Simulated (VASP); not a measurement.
# B3N2 (R32) in VASP: a series of runs

The runs below take B3N2 through single point, relaxation of cell and atoms, with PBE.

All numbers are computed with VASP 6.6.1; they aren't measurements. Logs are shortened: lines on timing, memory, paths and dates and some standing lists are left out, and cuts for length are marked.

## Step 1: The cell of the first run

It takes space group R32 (No. 155, trigonal). Conventional cell: a = 3.966 Å, b = 3.966 Å, c = 12.457 Å, α = 90.00°, β = 90.00°, γ = 120.00°. Within 2.0 Å of B (site symmetry 2) lie 2 N at 1.45 Å and 2 B at 1.90 Å. N (site symmetry 3) has 3 B at 1.45 Å within 1.9 Å.

The cell was built from a structure type or drawn by symmetry, and may not be a known phase.

## Step 2: Single point, PBE

INCAR

```
ALGO     = Normal         # electronic algorithm
EDIFF    = 1E-6           # SCF threshold, eV
ENCUT    = 520            # plane-wave cutoff, eV
GGA      = PE             # functional
ISIF     = 2              # what is computed and relaxed
ISMEAR   = 0              # smearing method
LASPH    = T              # aspherical terms in the spheres
LCHARG   = F              # write CHGCAR
LREAL    = F              # projectors in reciprocal space
LWAVE    = F              # write WAVECAR
NBANDS   = 18             # bands
NELM     = 60             # most SCF steps
PREC     = Accurate       # precision mode
SIGMA    = 0.1            # smearing width, eV
```

KPOINTS

```
k-points
0
Gamma
  12 12 12
```

POSCAR

```
B3N2
1.0
    1.9832422179      1.1450254284      4.1524341455
   -1.9832422179      1.1450254284      4.1524341455
    0.0000000000     -2.2900508568      4.1524341455
B N
3 2
Direct
    0.0000000000      0.2770275075      0.7229724925
    0.7229724925      0.0000000000      0.2770275075
    0.2770275075      0.7229724925      0.0000000000
    0.3333924672      0.3333924672      0.3333924672
    0.6666075328      0.6666075328      0.6666075328
```

Potentials or basis: VASP PAW PBE potentials, release 64 (B, N).

Command:

```
> cat potpaw_PBE.64/B/POTCAR potpaw_PBE.64/N/POTCAR > POTCAR
> mpirun -np 1 vasp_std > vasp.out
```

OUTCAR:

```text
EDIFF = 1E-6
   ENCUT = 520
   GGA = PE
   ISIF = 2
   ISMEAR = 0
   LASPH = T
   LREAL = F
   NELM = 60
   PREC = Accurate

 ion  position               nearest neighbor table
   1  0.000  0.277  0.723-   5 1.45   4 1.45   3 1.90   2 1.90
   2  0.723  0.000  0.277-   4 1.45   5 1.45   3 1.90   1 1.90
   3  0.277  0.723  0.000-   4 1.45   5 1.45   1 1.90   2 1.90
   4  0.333  0.333  0.333-   2 1.45   3 1.45   1 1.45
   5  0.667  0.667  0.667-   1 1.45   3 1.45   2 1.45

  LATTYP: Found a trigonal (rhomboedric) cell.
 ALAT       =     4.7420504277
 COS(alpha) =     0.6501763416

  Lattice vectors:

 A1 = (   1.9832422179,   1.1450254284,   4.1524341455)
 A2 = (  -1.9832422179,   1.1450254284,   4.1524341455)
 A3 = (   0.0000000000,  -2.2900508568,   4.1524341455)

Analysis of symmetry for initial positions (statically):
=====================================================================
 Subroutine PRICEL returns:
 Original cell was already a primitive cell.

 Routine SETGRP: Setting up the symmetry group for a
 trigonal (rhombohedral) supercell.

 Subroutine GETGRP returns: Found  6 space group operations
 (whereof  6 operations were pure point group operations)
 out of a pool of 12 trial point group operations.

The static configuration has the point symmetry D_3 .

Analysis of symmetry for dynamics (positions and initial velocities):
=====================================================================
 Subroutine PRICEL returns:
 Original cell was already a primitive cell.

 Routine SETGRP: Setting up the symmetry group for a
 trigonal (rhombohedral) supercell.

 Subroutine GETGRP returns: Found  6 space group operations
 (whereof  6 operations were pure point group operations)
 out of a pool of 12 trial point group operations.

The dynamic configuration has the point symmetry D_3 .

 Subroutine INISYM returns: Found  6 space group operations
 (whereof  6 operations are pure point group operations),
 and found     1 'primitive' translations

----------------------------------------------------------------------------------------

                                     Primitive cell

  volume of cell :      56.5776

  direct lattice vectors                    reciprocal lattice vectors
     1.983242218  1.145025428  4.152434146     0.252112423  0.145557175  0.080274201
    -1.983242218  1.145025428  4.152434146    -0.252112423  0.145557175  0.080274201
     0.000000000 -2.290050857  4.152434146     0.000000000 -0.291114350  0.080274201

  length of vectors
     4.742050428  4.742050428  4.742050428     0.301979324  0.301979324  0.301979324

  position of ions in fractional coordinates (direct lattice)
     0.000000000  0.277027508  0.722972492
     0.722972492  1.000000000  0.277027508
     0.277027508  0.722972492  0.000000000
     0.333392467  0.333392467  0.333392467
     0.666607533  0.666607533  0.666607533

  ion indices of the primitive-cell ions
   primitive index   ion index
                 1           1
                 2           2
                 3           3
                 4           4
                 5           5

----------------------------------------------------------------------------------------

 KPOINTS: k-points

Automatic generation of k-mesh.
 Grid dimensions read from file:
 generate k-points for:   12   12   12

 Generating k-lattice:

  Cartesian coordinates                     Fractional coordinates (reciprocal lattice)
     0.021009369  0.012129765  0.006689517     0.083333333 -0.000000000  0.000000000
    -0.021009369  0.012129765  0.006689517    -0.000000000  0.083333333  0.000000000
     0.000000000 -0.024259529  0.006689517     0.000000000  0.000000000  0.083333333

  Length of vectors
     0.025164944  0.025164944  0.025164944

  Shift w.r.t. Gamma in fractional coordinates (k-lattice)
     0.000000000  0.000000000  0.000000000

 Subroutine IBZKPT returns following result:
 ===========================================

 Found    189 irreducible k-points:

 Following reciprocal coordinates:
            Coordinates               Weight
  0.000000  0.000000  0.000000      1.000000
  0.083333  0.000000 -0.000000      6.000000
  0.166667  0.000000 -0.000000      6.000000
  0.250000  0.000000  0.000000      6.000000
  0.333333  0.000000 -0.000000      6.000000
  0.416667  0.000000  0.000000      6.000000
[... 16 lines left out ...]
  0.500000  0.166667  0.000000     12.000000
 -0.416667  0.166667 -0.000000     12.000000
 [... further k-points ...]
   k-points           NKPTS =    189   k-points in BZ     NKDIM =    189   number of bands    NBANDS=     18
   number of dos      NEDOS =    301   number of ions     NIONS =      5
   total plane-waves  NPLWV =  46656
   dimension x,y,z NGX =    36 NGY =   36 NGZ =   36
   dimension x,y,z NGXF=    72 NGYF=   72 NGZF=   72
   ions per type =               3   2
   NGX,Y,Z   is equivalent  to a cutoff of  12.62, 12.62, 12.62 a.u.
   NGXF,Y,Z  is equivalent  to a cutoff of  25.24, 25.24, 25.24 a.u.
 SYSTEM =  unknown system
   PREC   = accura    normal or accurate (medium, high low for compatibility)
   ISTART =      0    job   : 0-new  1-cont  2-samecut
   ICHARG =      2    charge: 1-file 2-atom 10-const
   ISPIN  =      1    spin polarized calculation?
   LNONCOLLINEAR =      F non collinear calculations
   LSORBIT =      F    spin-orbit coupling
   LASPH  =      T    aspherical Exc in radial PAW
   ENCUT  =  520.0 eV  38.22 Ry    6.18 a.u.   8.82  8.82  8.82*2*pi/ulx,y,z
   NELM   =     60;   NELMIN=  2; NELMDL= -5     # of ELM steps
   EDIFF  = 0.1E-05   stopping-criterion for ELM
   LREAL  =      F    real-space projection
   EDIFFG = 0.1E-04   stopping-criterion for IOM
   NSW    =      0    number of steps for IOM
   IBRION =     -1    ionic relax: 0-MD 1-quasi-New 2-CG
   NFREE  =      0    steps in history (QN), initial steepest desc. (CG)
   ISIF   =      2    stress and relaxation
   ISYM   =      2    0-nonsym 1-usesym 2-fastsym
   POTIM  = 0.5000    time-step for ionic-motion
   TEBEG  =    0.0;   TEEND  =   0.0 temperature during run
   PSTRESS=    0.0 pullay stress
   NELECT =      19.0000    total number of electrons
   NUPDOWN=      -1.0000    fix difference up-down
   EMIN   =  10.00;   EMAX   =-10.00  energy-range for DOS
   EFERMI =   0.00;   METHOD = LEGACY
   ISMEAR =     0;   SIGMA  =   0.10  broadening in eV -4-tet -1-fermi 0-gaus
   EFERMI_NEDOS =   21; number of points for ismear=-14 and -15
   IALGO  =     38    algorithm
   IMIX   =      4    mixing-type and parameters
     AMIX     =   0.40;   BMIX     =  1.00
     AMIX_MAG =   1.60;   BMIX_MAG =  1.00
  volume/ion in A,a.u.               =      11.32        76.36
  Fermi-wavevector in a.u.,A,eV,Ry     =   1.137918  2.150354 17.617612  1.294858
  Thomas-Fermi vector in A             =   2.274623
   LORBIT       =      0    0 simple, 1 ext, 2 COOP (PROOUT), +10 PAW based schemes
   GGA     = PE    functional components
   LHFCALC =     F    Hartree Fock is set to
   AEXX    =    0.0000 exact exchange contribution
   IVDW    =     0    specifies the selected vdW correction
   LEPSILON=     F    determine dielectric tensor
   LRPA    =     F    only Hartree local field effects (RPA)
 non-spin polarized calculation
 Gauss-broadening in eV      SIGMA  =   0.10
  energy-cutoff  :      520.00
  volume of cell :       56.58
 maximum number of plane-waves:      1549
   NGX = 17   NGY = 17   NGZ = 17

 number of electron      19.0000002 magnetization

 Free energy of the ion-electron system (eV)
  ---------------------------------------------------
  ext. energy  EPLUGINS =         0.00000000
  ---------------------------------------------------
  free energy    TOTEN  =       -38.28816119 eV

  energy without entropy =      -38.28152620  energy(sigma->0) =      -38.28484370

 E-fermi :   2.7954     XC(G=0):  -8.8262

 val. band max:        2.7923057063   @ k =  -0.4167   0.2500   0.1667
 cond. band min:       2.8058113340   @ k =   0.4167   0.3333   0.0000
 fundamental gap:      0.0135056277
 Fermi energy:         2.7954127527

 k-point     1 :       0.0000    0.0000    0.0000
  band No.  band energies     occupation
      1     -17.1530      2.00000
      2     -12.3619      2.00000
      3      -7.3710      2.00000
      4      -7.3710      2.00000
      5      -5.1366      2.00000
      6      -4.1747      2.00000
[... 10 lines left out ...]
     17      13.9246      0.00000
     18      15.4903      0.00000

 k-point     2 :       0.0833    0.0000   -0.0000
  band No.  band energies     occupation
      1     -17.1054      2.00000
      2     -12.5151      2.00000
      3      -7.4401      2.00000
      4      -7.2497      2.00000
      5      -5.4695      2.00000
      6      -4.1043      2.00000
[... 10 lines left out ...]
     17      14.1927      0.00000
     18      15.5314      0.00000

 k-point     3 :       0.1667    0.0000   -0.0000
  band No.  band energies     occupation
      1     -16.9647      2.00000
      2     -12.9131      2.00000
      3      -7.6257      2.00000
      4      -7.0993      2.00000
      5      -5.6551      2.00000
      6      -3.9165      2.00000
[... 10 lines left out ...]
     17      14.5074      0.00000
     18      15.6078      0.00000

 k-point     4 :       0.2500    0.0000    0.0000
  band No.  band energies     occupation
      1     -16.7383      2.00000
      2     -13.4383      2.00000
      3      -7.8804      2.00000
      4      -7.2198      2.00000
      5      -5.2157      2.00000
      6      -3.6101      2.00000
[... 10 lines left out ...]
     17      15.0394      0.00000
     18      15.7111      0.00000

 k-point     5 :       0.3333    0.0000   -0.0000
  band No.  band energies     occupation
      1     -16.4442      2.00000
      2     -13.9898      2.00000
      3      -8.1361      2.00000
      4      -7.4097      2.00000
      5      -4.4318      2.00000
      6      -3.2006      2.00000
[... 10 lines left out ...]
     17      15.1332      0.00000
     18      15.3422      0.00000

 k-point     6 :       0.4167    0.0000    0.0000
  band No.  band energies     occupation
      1     -16.1335      2.00000
      2     -14.4699      2.00000
      3      -8.3196      2.00000
      4      -7.5338      2.00000
      5      -3.5691      2.00000
      6      -2.7368      2.00000
[... 307 lines left out ...]
 k-point    21 :       0.3333    0.1667    0.0000
  band No.  band energies     occupation
      1     -16.5998      2.00000
      2     -13.6927      2.00000
      3      -8.4522      2.00000
      4      -6.2796      2.00000
      5      -5.6357      2.00000
      6      -3.5276      2.00000
[... 10 lines left out ...]
     17      14.7294      0.00000
     18      15.3203      0.00000

 k-point    22 :       0.4167    0.1667    0.0000
  band No.  band energies     occupation
      1     -16.3078      2.00000
      2     -14.1837      2.00000
      3      -8.8419      2.00000
      4      -6.1622      2.00000
      5      -5.0786      2.00000
      6      -3.1329      2.00000
[... 10 lines left out ...]
     17      14.6986      0.00000
     18      15.0677      0.00000

 k-point    23 :       0.5000    0.1667    0.0000
  band No.  band energies     occupation
      1     -15.9899      2.00000
      2     -14.6345      2.00000
      3      -9.0898      2.00000
      4      -6.2237      2.00000
      5      -4.2622      2.00000
      6      -2.6699      2.00000
[... 10 lines left out ...]
     17      14.0517      0.00000
     18      14.8194      0.00000

 k-point    24 :      -0.4167    0.1667   -0.0000
  band No.  band energies     occupation
      1     -15.8115      2.00000
      2     -14.8599      2.00000
      3      -9.1743      2.00000
      4      -6.2527      2.00000
      5      -3.7004      2.00000
      6      -2.9454      2.00000
[... 10 lines left out ...]
     17      13.6167      0.00000
     18      14.7437      0.00000

 [... further k-points ...]

------------------------ aborting loop because EDIFF is reached ----------------------------------------

  FORCE on cell =-STRESS in cart. coord.  units (eV):
  Direction    XX          YY          ZZ          XY          YZ          ZX
  --------------------------------------------------------------------------------------
  -------------------------------------------------------------------------------------
  Total        0.0488410      0.0488410     -0.0283582      0.0000000      0.0000000      0.0000000
  in kB        1.3830884      1.3830884     -0.8030529      0.0000000      0.0000000      0.0000000
  external PRESSURE =       0.6543746 kB  Pullay stress =       0.0000000 kB

 VOLUME and BASIS-vectors are now :
 -----------------------------------------------------------------------------
  energy-cutoff  :      520.00
  volume of cell :       56.58
      direct lattice vectors                 reciprocal lattice vectors
     1.983242218  1.145025428  4.152434146     0.252112423  0.145557175  0.080274201
    -1.983242218  1.145025428  4.152434146    -0.252112423  0.145557175  0.080274201
     0.000000000 -2.290050857  4.152434146     0.000000000 -0.291114350  0.080274201

 POSITION                                       TOTAL-FORCE (eV/Angst)
 -----------------------------------------------------------------------------------
     -0.54941     -1.33844      4.15243         0.013629     -0.023606     -0.000000
      1.43383      0.19341      4.15243         0.013629      0.023606     -0.000000
     -0.88442      1.14503      4.15243        -0.027258     -0.000000      0.000000
      0.00000      0.00000      4.15317         0.000000     -0.000000      0.000151
      0.00000      0.00000      8.30413         0.000000     -0.000000     -0.000151
 -----------------------------------------------------------------------------------
    total drift:                               -0.000000     -0.000000      0.000000

  FREE ENERGIE OF THE ION-ELECTRON SYSTEM (eV)
  ---------------------------------------------------
  free  energy   TOTEN  =       -38.2881611937 eV

  energy  without entropy=      -38.2815261981  energy(sigma->0) =      -38.28484370
```

Run time: 2.3 min. Hardware: 1 thread of AMD EPYC 9R45 (Zen 5), shared host; peak memory 0.27 GiB.

What came out:

- Free energy: -38.2882 eV
- Pressure: 0.1 GPa
- Largest force: 0.027 eV/Å
- Band gap on the k mesh: zero (an odd number of electrons rules out a gap without spin polarisation)

Forces in eV/Å, atoms in the order of the input:
```
B    0.014 -0.024  0.000
B    0.014  0.024  0.000
B   -0.027  0.000  0.000
N    0.000  0.000  0.000
N    0.000  0.000  0.000
```

Stress tensor (GPa, compression positive):
```
 0.14  0.00  0.00
 0.00  0.14  0.00
 0.00  0.00 -0.08
```

[end of part 1 of 2]
